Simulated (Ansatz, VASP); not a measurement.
# BAs: VASP beside Ansatz

Contents of INCAR:

```
ALGO     = Normal         # electronic algorithm
EDIFF    = 1E-6           # SCF threshold, eV
ENCUT    = 520            # plane-wave cutoff, eV
GGA      = PE             # functional
ISIF     = 2              # what is computed and relaxed
ISMEAR   = 0              # smearing method
LASPH    = True           # aspherical terms in the spheres
LCHARG   = False          # write CHGCAR
LREAL    = False          # projectors in reciprocal space
LWAVE    = False          # write WAVECAR
NBANDS   = 16             # bands
NELM     = 100            # most SCF steps
PREC     = Accurate       # precision mode
SIGMA    = 0.1            # smearing width, eV
```

The input KPOINTS:

```
k-points
0
Gamma
  4 4 4
```

The input POSCAR:

```
BAs
1.0
    2.9149169400     -2.9149169400      0.0000000000
    2.9149169400      2.9149169400      0.0000000000
    0.0000000000      0.0000000000      4.1223150700
B As
2 2
Direct
    0.5000000000      0.5000000000      0.0000000000
    0.0000000000      0.0000000000      0.0000000000
    0.7500000000      0.2500000000      0.7500000000
    0.2500000000      0.7500000000      0.2500000000
```

Input for Ansatz:

```yaml
crystal:
  lattice:
    - [2.91491694, -2.91491694, 0.0]
    - [2.91491694, 2.91491694, 0.0]
    - [0.0, 0.0, 4.12231507]
  atoms:
    - { symbol: B, position: [0.5, 0.5, 0.0] }
    - { symbol: B, position: [0.0, 0.0, 0.0] }
    - { symbol: As, position: [0.75, 0.25, 0.75] }
    - { symbol: As, position: [0.25, 0.75, 0.25] }
basis:
  ecutwfc: 420
kpoints:
  mp_grid: { grid: [4, 4, 4] }
hamiltonian:
  xc: pbe
scf:
  occupations: { method: gaussian, width: 0.1 }
  lower_state_search: "off"
output:
  forces: true
  stress: true
  eigenvalues: true
```

Change from the starting cell: ordered vacancies on the cation sites of cuprite (Cmme, No. 67).

Alike in both runs: task single point; functional PBE; k mesh 4 × 4 × 4; occupations gaussian, width 0.1 eV; no spin polarisation.

|  | VASP | Ansatz |
| --- | --- | --- |
| version | VASP 6.6.1 | Ansatz 0.2.0 |
| potentials or method | VASP PAW PBE potentials, release 64 (B, As), cutoff 520 eV | scalar-relativistic, plane waves, PAW |
| valence electrons in the cell | 16 | 36 |

```tsv
	VASP	Ansatz	Ansatz less VASP
gap on the k mesh at the Fermi level (eV)	none	none	-
pressure (GPa)	18.5	17.6	-0.93
traceless stress, the component that is largest in VASP (GPa)	-12.57	-11.70	+0.870
rms of the force components (eV/Å)	1.767	1.689	-0.0775
```

Atom by atom the forces differ by 0.078 eV/Å (rms over components). A gap of «none» marks a metal or a gap that the smearing closes. VASP's potentials hold 16 valence electrons a cell and Ansatz's 36, so a difference there can come from the potentials and not from the codes.

The k mesh is coarse, so the values compare programs but aren't converged.
